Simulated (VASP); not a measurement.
# SnSe (I4mm) in VASP: relaxation of cell and atoms with PBE

Aim: the relaxation of cell and atoms of SnSe with PBE.

All numbers are computed with VASP 6.6.1; they aren't measurements. Logs are shortened: lines on timing, memory, paths and dates and some standing lists are left out, and cuts for length are marked.

## Step 1: The cell of the first run

The structure is tetragonal, space group I4mm (No. 107). The conventional cell has a = 4.288 Å, b = 4.288 Å, c = 6.092 Å, α = 90.00°, β = 90.00°, γ = 90.00°. Sn (site symmetry 4mm) has 6 Se at 2.90 to 3.19 Å within 3.8 Å. Within 3.8 Å of Se (site symmetry 4mm) lie 6 Sn at 2.90 to 3.19 Å.

## Step 2: Relaxation of cell and atoms, PBE

Input file INCAR:

```
SYSTEM = SnSe
PREC     = Accurate       ! precision mode
ENCUT    = 600            ! plane-wave cutoff, eV
EDIFF    = 1E-6           ! SCF threshold, eV
ISMEAR   = 0              ! smearing method
SIGMA    = 0.01           ! smearing width, eV
LREAL    = .FALSE.        ! projectors in reciprocal space
LASPH    = .TRUE.         ! aspherical terms in the spheres
NELM     = 100            ! most SCF steps
ALGO     = Normal         ! electronic algorithm
ISIF     = 3              ! what is computed and relaxed
LWAVE    = .FALSE.        ! write WAVECAR
LCHARG   = .FALSE.        ! write CHGCAR
GGA      = PE             ! functional
IBRION   = 2              ! ionic algorithm
NSW      = 80             ! ionic steps
EDIFFG   = -0.001         ! ionic threshold
```

Input file KPOINTS:

```
regular mesh
0
G
  12 12 12
  0 0 0
```

Input file POSCAR:

```
SnSe
1.0
   -2.1441760442      2.1441760442      3.0458386458
    2.1441760442     -2.1441760442      3.0458386458
    2.1441760442      2.1441760442     -3.0458386458
Sn Se
1 1
Direct
    0.2617670146      0.2617670146      0.0000000000
    0.7382329854      0.7382329854      0.0000000000
```

Potentials or basis: VASP PAW PBE potentials, release 64 (Sn_d, Se).

On the command line:

```console
$ cat potpaw_PBE.64/Sn_d/POTCAR potpaw_PBE.64/Se/POTCAR > POTCAR
$ mpirun -np 1 vasp_std > vasp.out
```

OUTCAR:

```text
SYSTEM = SnSe
   PREC = Accurate
   ENCUT = 600
   EDIFF = 1E-6
   ISMEAR = 0
   LREAL = .FALSE.
   LASPH = .TRUE.
   NELM = 100
   ISIF = 3
   GGA = PE
   IBRION = 2
   NSW = 80
   EDIFFG = -0.001

 ion  position               nearest neighbor table
   1  0.262  0.262  0.000-   2 2.90   2 3.04   2 3.04   2 3.04   2 3.04   2 3.19
   2  0.738  0.738  0.000-   1 2.90   1 3.04   1 3.04   1 3.04   1 3.04   1 3.19

  LATTYP: Found a body centered tetragonal cell.
 ALAT       =     4.2883520884
 C/A-ratio  =     1.4205170578

  Lattice vectors:

 A1 = (  -2.1441760442,   2.1441760442,   3.0458386458)
 A2 = (   2.1441760442,  -2.1441760442,   3.0458386458)
 A3 = (   2.1441760442,   2.1441760442,  -3.0458386458)

Analysis of symmetry for initial positions (statically):
=====================================================================
 Subroutine PRICEL returns:
 Original cell was already a primitive cell.

 Routine SETGRP: Setting up the symmetry group for a
 body centered tetragonal supercell.

 Subroutine GETGRP returns: Found  8 space group operations
 (whereof  8 operations were pure point group operations)
 out of a pool of 16 trial point group operations.

The static configuration has the point symmetry C_4v.

Analysis of symmetry for dynamics (positions and initial velocities):
=====================================================================
 Subroutine PRICEL returns:
 Original cell was already a primitive cell.

 Routine SETGRP: Setting up the symmetry group for a
 body centered tetragonal supercell.

 Subroutine GETGRP returns: Found  8 space group operations
 (whereof  8 operations were pure point group operations)
 out of a pool of 16 trial point group operations.

The dynamic configuration has the point symmetry C_4v.

 Subroutine INISYM returns: Found  8 space group operations
 (whereof  8 operations are pure point group operations),
 and found     1 'primitive' translations

----------------------------------------------------------------------------------------

                                     Primitive cell

  volume of cell :      56.0129

  direct lattice vectors                    reciprocal lattice vectors
    -2.144176044  2.144176044  3.045838646     0.000000000  0.233189808  0.164158400
     2.144176044 -2.144176044  3.045838646     0.233189808  0.000000000  0.164158400
     2.144176044  2.144176044 -3.045838646     0.233189808  0.233189808  0.000000000

  length of vectors
     4.297919831  4.297919831  4.297919831     0.285176203  0.285176203  0.329780189

  position of ions in fractional coordinates (direct lattice)
     0.261767015  0.261767015  0.000000000
     0.738232985  0.738232985  0.000000000

  ion indices of the primitive-cell ions
   primitive index   ion index
                 1           1
                 2           2

----------------------------------------------------------------------------------------

 KPOINTS: regular mesh

Automatic generation of k-mesh.
 Grid dimensions read from file:
 generate k-points for:   12   12   12

 Generating k-lattice:

  Cartesian coordinates                     Fractional coordinates (reciprocal lattice)
     0.000000000  0.019432484  0.013679867     0.083333333  0.000000000 -0.000000000
     0.019432484  0.000000000  0.013679867     0.000000000  0.083333333 -0.000000000
     0.019432484  0.019432484  0.000000000     0.000000000  0.000000000  0.083333333

  Length of vectors
     0.023764684  0.023764684  0.027481682

  Shift w.r.t. Gamma in fractional coordinates (k-lattice)
     0.000000000  0.000000000  0.000000000

 Subroutine IBZKPT returns following result:
 ===========================================

 Found    163 irreducible k-points:

 Following reciprocal coordinates:
            Coordinates               Weight
  0.000000  0.000000  0.000000      1.000000
  0.083333  0.000000  0.000000      8.000000
  0.166667  0.000000 -0.000000      8.000000
  0.250000  0.000000 -0.000000      8.000000
  0.333333  0.000000 -0.000000      8.000000
  0.416667  0.000000 -0.000000      8.000000
[... 16 lines left out ...]
  0.500000  0.166667 -0.000000     16.000000
 -0.416667  0.166667  0.000000     16.000000
 [... further k-points ...]
   k-points           NKPTS =    163   k-points in BZ     NKDIM =    163   number of bands    NBANDS=     14
   number of dos      NEDOS =    301   number of ions     NIONS =      2
   total plane-waves  NPLWV =  46656
   dimension x,y,z NGX =    36 NGY =   36 NGZ =   36
   dimension x,y,z NGXF=    72 NGYF=   72 NGZF=   72
   ions per type =               1   1
   NGX,Y,Z   is equivalent  to a cutoff of  13.93, 13.93, 13.93 a.u.
   NGXF,Y,Z  is equivalent  to a cutoff of  27.85, 27.85, 27.85 a.u.
 SYSTEM =  SnSe
   PREC   = accura    normal or accurate (medium, high low for compatibility)
   ISTART =      0    job   : 0-new  1-cont  2-samecut
   ICHARG =      2    charge: 1-file 2-atom 10-const
   ISPIN  =      1    spin polarized calculation?
   LNONCOLLINEAR =      F non collinear calculations
   LSORBIT =      F    spin-orbit coupling
   LASPH  =      T    aspherical Exc in radial PAW
   ENCUT  =  600.0 eV  44.10 Ry    6.64 a.u.   8.58  8.58  8.58*2*pi/ulx,y,z
   NELM   =    100;   NELMIN=  2; NELMDL= -5     # of ELM steps
   EDIFF  = 0.1E-05   stopping-criterion for ELM
   LREAL  =      F    real-space projection
   EDIFFG = -.1E-02   stopping-criterion for IOM
   NSW    =     80    number of steps for IOM
   IBRION =      2    ionic relax: 0-MD 1-quasi-New 2-CG
   NFREE  =      1    steps in history (QN), initial steepest desc. (CG)
   ISIF   =      3    stress and relaxation
   ISYM   =      2    0-nonsym 1-usesym 2-fastsym
   POTIM  = 0.5000    time-step for ionic-motion
   TEBEG  =    0.0;   TEEND  =   0.0 temperature during run
   PSTRESS=    0.0 pullay stress
   NELECT =      20.0000    total number of electrons
   NUPDOWN=      -1.0000    fix difference up-down
   EMIN   =  10.00;   EMAX   =-10.00  energy-range for DOS
   EFERMI =   0.00;   METHOD = LEGACY
   ISMEAR =     0;   SIGMA  =   0.01  broadening in eV -4-tet -1-fermi 0-gaus
   EFERMI_NEDOS =   21; number of points for ismear=-14 and -15
   IALGO  =     38    algorithm
   IMIX   =      4    mixing-type and parameters
     AMIX     =   0.40;   BMIX     =  1.00
     AMIX_MAG =   1.60;   BMIX_MAG =  1.00
  volume/ion in A,a.u.               =      28.01       189.00
  Fermi-wavevector in a.u.,A,eV,Ry     =   1.161419  2.194764 18.352817  1.348894
  Thomas-Fermi vector in A             =   2.297991
   LORBIT       =      0    0 simple, 1 ext, 2 COOP (PROOUT), +10 PAW based schemes
   GGA     = PE    functional components
   LHFCALC =     F    Hartree Fock is set to
   AEXX    =    0.0000 exact exchange contribution
   IVDW    =     0    specifies the selected vdW correction
   LEPSILON=     F    determine dielectric tensor
   LRPA    =     F    only Hartree local field effects (RPA)
 conjugate gradient relaxation of ions
 non-spin polarized calculation
 Gauss-broadening in eV      SIGMA  =   0.01
  energy-cutoff  :      600.00
  volume of cell :       56.01
 maximum number of plane-waves:      1887
 NGX is ok and might be reduce to    36
   NGX = 17   NGY = 17   NGZ = 17

--------------------------------------- Ionic step        1  -------------------------------------------

 number of electron      20.0000001 magnetization

 Free energy of the ion-electron system (eV)
  ---------------------------------------------------
  ext. energy  EPLUGINS =         0.00000000
  ---------------------------------------------------
  free energy    TOTEN  =        -8.21603706 eV

  energy without entropy =       -8.21603706  energy(sigma->0) =       -8.21603706

------------------------ aborting loop because EDIFF is reached ----------------------------------------

  FORCE on cell =-STRESS in cart. coord.  units (eV):
  Direction    XX          YY          ZZ          XY          YZ          ZX
  --------------------------------------------------------------------------------------
  -------------------------------------------------------------------------------------
  Total        0.0040850      0.0040850      0.0176693      0.0000000      0.0000000      0.0000000
  in kB        0.1168459      0.1168459      0.5054067      0.0000000      0.0000000      0.0000000
  external PRESSURE =       0.2463662 kB  Pullay stress =       0.0000000 kB
[... 89 lines left out ...]
  FREE ENERGIE OF THE ION-ELECTRON SYSTEM (eV)
  ---------------------------------------------------
  free  energy   TOTEN  =        -8.2160443242 eV

  energy  without entropy=       -8.2160443242  energy(sigma->0) =       -8.21604432

[... ionic steps 4 to 34 ...]

--------------------------------------- Ionic step       35  -------------------------------------------

 number of electron      20.0000001 magnetization

------------------------ aborting loop because EDIFF is reached ----------------------------------------

  FORCE on cell =-STRESS in cart. coord.  units (eV):
  Direction    XX          YY          ZZ          XY          YZ          ZX
  --------------------------------------------------------------------------------------
  -------------------------------------------------------------------------------------
  Total       -0.0068359     -0.0068359     -0.0018407      0.0000000      0.0000000      0.0000000
  in kB       -0.1954382     -0.1954382     -0.0526243      0.0000000      0.0000000      0.0000000
  external PRESSURE =      -0.1478336 kB  Pullay stress =       0.0000000 kB
[... 57 lines left out ...]
  energy  without entropy=       -8.2160520365  energy(sigma->0) =       -8.21605204

--------------------------------------- Ionic step       37  -------------------------------------------

 number of electron      20.0000001 magnetization

 Free energy of the ion-electron system (eV)
  ---------------------------------------------------
  ext. energy  EPLUGINS =         0.00000000
  ---------------------------------------------------
  free energy    TOTEN  =        -8.21605211 eV

  energy without entropy =       -8.21605211  energy(sigma->0) =       -8.21605211

 E-fermi :   5.3450     XC(G=0):  -9.4692

 val. band max:        5.2590203595   @ k =   0.5000   0.0000  -0.0000
 cond. band min:       5.7140407421   @ k =  -0.0833   0.4167   0.0833
 fundamental gap:      0.4550203825
 Fermi energy:         5.3449508822

 k-point     1 :       0.0000    0.0000    0.0000
  band No.  band energies     occupation
      1     -16.3065      2.00000
      2     -16.3037      2.00000
      3     -16.3037      2.00000
      4     -16.3029      2.00000
      5     -16.3015      2.00000
      6      -8.4099      2.00000
      7       0.1584      2.00000
      8       3.1642      2.00000
      9       3.1814      2.00000
     10       3.1814      2.00000
     11       9.4059      0.00000
     12       9.4059      0.00000
     13       9.4811      0.00000
     14      11.1798      0.00000
[... 375 lines left out ...]
 k-point    24 :      -0.4167    0.1667    0.0000
  band No.  band energies     occupation
      1     -16.3131      2.00000
      2     -16.3044      2.00000
      3     -16.3027      2.00000
      4     -16.2963      2.00000
      5     -16.2925      2.00000
      6      -7.6203      2.00000
      7      -1.9942      2.00000
      8       2.4090      2.00000
      9       2.6518      2.00000
     10       3.8978      2.00000
     11       7.0407      0.00000
     12       8.1252      0.00000
     13       8.5032      0.00000
     14      10.9296      0.00000

 [... further k-points ...]
[... 5 lines left out ...]
  --------------------------------------------------------------------------------------
  -------------------------------------------------------------------------------------
  Total       -0.0009934     -0.0009934     -0.0016462      0.0000000      0.0000000      0.0000000
  in kB       -0.0284025     -0.0284025     -0.0470662      0.0000000      0.0000000      0.0000000
  external PRESSURE =      -0.0346237 kB  Pullay stress =       0.0000000 kB
[... 17 lines left out ...]
  FREE ENERGIE OF THE ION-ELECTRON SYSTEM (eV)
  ---------------------------------------------------
  free  energy   TOTEN  =        -8.2160521111 eV

  energy  without entropy=       -8.2160521111  energy(sigma->0) =       -8.21605211

 reached required accuracy - stopping structural energy minimisation
```

Run time: 22 min. Hardware: 1 thread of Oxide Virtual Turin-like, shared host; peak memory 0.31 GiB.

Results:

* Free energy: -8.2161 eV
* Relaxed volume: 28.02 Å³/atom
* Relaxed cell: a = 4.299 Å, b = 4.299 Å, c = 4.299 Å, α = 120.15°, β = 120.15°, γ = 89.75°
* Space group after relaxing (to 0.1 Å): I4mm (No. 107)
* Energy gained by relaxing: 0.0 meV/atom
* Ionic steps: 37
* Pressure after relaxing: 0.0 GPa
* Band gap on the k mesh: 0.46 eV (least direct gap 0.49 eV)

Final structure:
```
Sn Se
1.0
    -2.14453    2.14453    3.04627
     2.14453   -2.14453    3.04627
     2.14453    2.14453   -3.04627
Sn Se
1 1
Direct
  0.26132 0.26132 0.00000
  0.73868 0.73868 0.00000
```

Caveat: semilocal functionals underestimate gaps, and a narrow one can read as zero; spin-orbit coupling is left out, which moves the levels of the heavy elements. A k mesh can miss the band edges.
